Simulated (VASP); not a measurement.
# Li2O (Fm-3m) in VASP: a series of runs, part 2 of 2

VASP 6.6.1. Earlier steps stand in the parts before.

## 4. Single point, PBE (strain +0.030 along x and y, +0.030 along z)

The input, INCAR:

```
SYSTEM = Li2O
PREC = Accurate
ENCUT = 750
EDIFF = 1E-6
ISMEAR = 0
SIGMA = 0.05
LREAL = .FALSE.
LASPH = .TRUE.
NELM = 120
ALGO = Normal
ISIF = 2
LWAVE = .FALSE.
LCHARG = .TRUE.
GGA = PE
LELF = .TRUE.
LVHAR = .TRUE.
NBANDS = 13
GGA_COMPAT = .FALSE.
```

The input, KPOINTS:

```
regular mesh
0
G
  8 8 8
  0 0 0
```

The input, POSCAR:

```
Li2O
1.0
    0.0000000000      2.3787850000      2.3787850000
    2.3787850000      0.0000000000      2.3787850000
    2.3787850000      2.3787850000      0.0000000000
Li O
2 1
Direct
    0.2500000000      0.2500000000      0.2500000000
    0.7500000000      0.7500000000      0.7500000000
    0.0000000000      0.0000000000      0.0000000000
```

Potentials or basis: VASP PAW PBE potentials, release 64 (Li_sv, O).

Run with:

```
$ cat potpaw_PBE.64/Li_sv/POTCAR potpaw_PBE.64/O/POTCAR > POTCAR
$ mpirun -np 1 vasp_std > vasp.out
```

OUTCAR:

```text
SYSTEM = Li2O
   PREC = Accurate
   ENCUT = 750
   EDIFF = 1E-6
   ISMEAR = 0
   LREAL = .FALSE.
   LASPH = .TRUE.
   NELM = 120
   ISIF = 2
   GGA = PE

 ion  position               nearest neighbor table
   1  0.250  0.250  0.250-   3 2.06   3 2.06   3 2.06   3 2.06   2 2.38   2 2.38   2 2.38   2 2.38
                             2 2.38   2 2.38
   2  0.750  0.750  0.750-   3 2.06   3 2.06   3 2.06   3 2.06   1 2.38   1 2.38   1 2.38   1 2.38
                             1 2.38   1 2.38
   3  0.000  0.000  0.000-   2 2.06   2 2.06   2 2.06   1 2.06   1 2.06   1 2.06   2 2.06   1 2.06

  LATTYP: Found a face centered cubic cell.
 ALAT       =     4.7575700000

  Lattice vectors:

 A1 = (   0.0000000000,   2.3787850000,   2.3787850000)
 A2 = (   2.3787850000,   0.0000000000,   2.3787850000)
 A3 = (   2.3787850000,   2.3787850000,   0.0000000000)

Analysis of symmetry for initial positions (statically):
=====================================================================
 Subroutine PRICEL returns:
 Original cell was already a primitive cell.

 Routine SETGRP: Setting up the symmetry group for a
 face centered cubic supercell.

 Subroutine GETGRP returns: Found 48 space group operations
 (whereof 48 operations were pure point group operations)
 out of a pool of 48 trial point group operations.

The static configuration has the point symmetry O_h .

Analysis of symmetry for dynamics (positions and initial velocities):
=====================================================================
 Subroutine PRICEL returns:
 Original cell was already a primitive cell.

 Routine SETGRP: Setting up the symmetry group for a
 face centered cubic supercell.

 Subroutine GETGRP returns: Found 48 space group operations
 (whereof 48 operations were pure point group operations)
 out of a pool of 48 trial point group operations.

The dynamic configuration has the point symmetry O_h .

 Subroutine INISYM returns: Found 48 space group operations
 (whereof 48 operations are pure point group operations),
 and found     1 'primitive' translations

----------------------------------------------------------------------------------------
[... 123 lines left out ...]
   IVDW    =     0    specifies the selected vdW correction
   LEPSILON=     F    determine dielectric tensor
   LRPA    =     F    only Hartree local field effects (RPA)
 non-spin polarized calculation
 Gauss-broadening in eV      SIGMA  =   0.05
  energy-cutoff  :      750.00
  volume of cell :       26.92
 maximum number of plane-waves:      1283
   NGX = 15   NGY = 15   NGZ = 15

 number of electron      11.9999998 magnetization

 Free energy of the ion-electron system (eV)
  ---------------------------------------------------
  ext. energy  EPLUGINS =         0.00000000
  ---------------------------------------------------
  free energy    TOTEN  =       -14.31519868 eV

  energy without entropy =      -14.31519868  energy(sigma->0) =      -14.31519868

 E-fermi :   1.1543     XC(G=0):  -9.3878

 val. band max:        0.8925809467   @ k =   0.0000   0.0000   0.0000
 cond. band min:       5.5387649508   @ k =   0.0000   0.0000   0.0000
 fundamental gap:      4.6461840042
 Fermi energy:         1.1542542586

 k-point     1 :       0.0000    0.0000    0.0000
  band No.  band energies     occupation
      1     -42.2804      2.00000
      2     -42.0326      2.00000
      3     -14.4138      2.00000
      4       0.8926      2.00000
      5       0.8926      2.00000
      6       0.8926      2.00000
      7       5.5388      0.00000
      8      12.3216      0.00000
      9      12.3216      0.00000
     10      12.3216      0.00000
     11      18.9750      0.00000
     12      18.9750      0.00000
     13      18.9750      0.00000
[... 354 lines left out ...]
  band No.  band energies     occupation
      1     -42.1464      2.00000
      2     -42.1460      2.00000
      3     -14.1737      2.00000
      4      -1.3710      2.00000
      5      -0.0354      2.00000
      6       0.1660      2.00000
      7       8.4546      0.00000
      8      10.3749      0.00000
      9      13.2537      0.00000
     10      13.4814      0.00000
     11      17.4424      0.00000
     12      17.8457      0.00000
     13      22.5768      0.00000

 [... further k-points ...]
[... 5 lines left out ...]
  --------------------------------------------------------------------------------------
  -------------------------------------------------------------------------------------
  Total       -1.0182796     -1.0182796     -1.0182796     -0.0000000      0.0000000      0.0000000
  in kB      -60.6013144    -60.6013144    -60.6013144     -0.0000000      0.0000000      0.0000000
  external PRESSURE =     -60.6013144 kB  Pullay stress =       0.0000000 kB

 VOLUME and BASIS-vectors are now :
 -----------------------------------------------------------------------------
  energy-cutoff  :      750.00
  volume of cell :       26.92
      direct lattice vectors                 reciprocal lattice vectors
     0.000000000  2.378785000  2.378785000    -0.210191337  0.210191337  0.210191337
     2.378785000  0.000000000  2.378785000     0.210191337 -0.210191337  0.210191337
     2.378785000  2.378785000  0.000000000     0.210191337  0.210191337 -0.210191337

 POSITION                                       TOTAL-FORCE (eV/Angst)
 -----------------------------------------------------------------------------------
      1.18939      1.18939      1.18939         0.000000      0.000000      0.000000
      3.56818      3.56818      3.56818        -0.000000     -0.000000     -0.000000
      0.00000      0.00000      0.00000        -0.000000     -0.000000      0.000000
 -----------------------------------------------------------------------------------
    total drift:                                0.000000     -0.000000      0.000000

  FREE ENERGIE OF THE ION-ELECTRON SYSTEM (eV)
  ---------------------------------------------------
  free  energy   TOTEN  =       -14.3151986784 eV

  energy  without entropy=      -14.3151986784  energy(sigma->0) =      -14.31519868
```

Wall time 16 s (1 thread of Intel Xeon Platinum 8375C at 2.90GHz (Ice Lake), shared host); peak memory 0.16 GiB.

What came out:

```
Free energy            : -14.3152 eV
Pressure               : -6.1 GPa
Band gap on the k mesh : 4.65 eV, direct
```

Levels at points of the mesh, in eV from the valence-band top:
```tsv
k point	band 2	band 3	band 4	band 5	band 6	band 7	band 8	band 9	band 10	band 11
(0.00, 0.00, 0.00)	-42.93	-15.31	0.00	0.00	0.00	4.65	11.43	11.43	11.43	18.08
(0.50, 0.00, 0.00)	-43.04	-15.10	-2.56	-0.40	-0.40	8.64	8.97	11.57	11.57	16.83
(0.50, 0.50, 0.00)	-43.00	-15.05	-1.53	-1.24	-1.24	4.80	12.72	12.72	13.60	14.75
```

Caveat: the cell differs from its parent crystal (strain +0.030 along x and y, +0.030 along z).

## 5. Single point, PBE (strain +0.015 along x and y, +0.015 along z)

Changes to INCAR since step 4:

```diff
@@ -12,6 +12,4 @@
 LWAVE = .FALSE.
-LCHARG = .TRUE.
+LCHARG = .FALSE.
 GGA = PE
-LELF = .TRUE.
-LVHAR = .TRUE.
 NBANDS = 13
```

The input, KPOINTS:

```
Automatic mesh
0
G
  8 8 8
  0 0 0
```

The input, POSCAR:

```
Li2O
1.0
    0.0000000000      2.3441425000      2.3441425000
    2.3441425000      0.0000000000      2.3441425000
    2.3441425000      2.3441425000      0.0000000000
Li O
2 1
Direct
    0.2500000000      0.2500000000      0.2500000000
    0.7500000000      0.7500000000      0.7500000000
    0.0000000000      0.0000000000      0.0000000000
```

Run with:

```
$ cat potpaw_PBE.64/Li_sv/POTCAR potpaw_PBE.64/O/POTCAR > POTCAR
$ mpirun -np 1 vasp_std > vasp.out
```

Run time: 13 s. Hardware: 1 thread of Intel Xeon Platinum 8375C at 2.90GHz (Ice Lake), shared host; peak memory 0.16 GiB.

Results (log left out):

```yaml
Free_energy: -14.3468 eV
Pressure: -3.3 GPa
Band_gap_on_the_k_mesh: 4.89 eV, indirect (least direct gap 4.95 eV)
```

Levels at points of the mesh, in eV from the valence-band top:
| k point | band 4 | band 5 | band 6 | band 7 | band 8 | band 9 |
| --- | --- | --- | --- | --- | --- | --- |
| (0.00, 0.00, 0.00) | 0.00 | 0.00 | 0.00 | 4.95 | 11.68 | 11.68 |
| (0.50, 0.00, 0.00) | -2.67 | -0.42 | -0.42 | 8.92 | 9.38 | 11.82 |
| (0.50, 0.50, 0.00) | -1.56 | -1.31 | -1.31 | 4.89 | 13.12 | 13.12 |

Caveat: the cell differs from its parent crystal (strain +0.015 along x and y, +0.015 along z).

## 6. Overview

```tsv
cell	gap on the mesh (eV)	pressure (GPa)
a = 3.168 Å, angles 60.0°, 3 atoms	5.15	9.0
a = 3.217 Å, angles 60.0°, 3 atoms	5.07	4.1
a = 3.364 Å, angles 60.0°, 3 atoms	4.65	-6.1
a = 3.315 Å, angles 60.0°, 3 atoms	4.89	-3.3
```

Alike in all rows: task single point; level PBE; potentials or basis VASP PAW PBE potentials, release 64 (Li_sv, O); no spin polarisation; k mesh 8 × 8 × 8; cutoff (eV) 750; smearing gaussian 0.05 eV.

Total energies depend on the potentials used, so only differences within one code and one set of settings carry meaning.
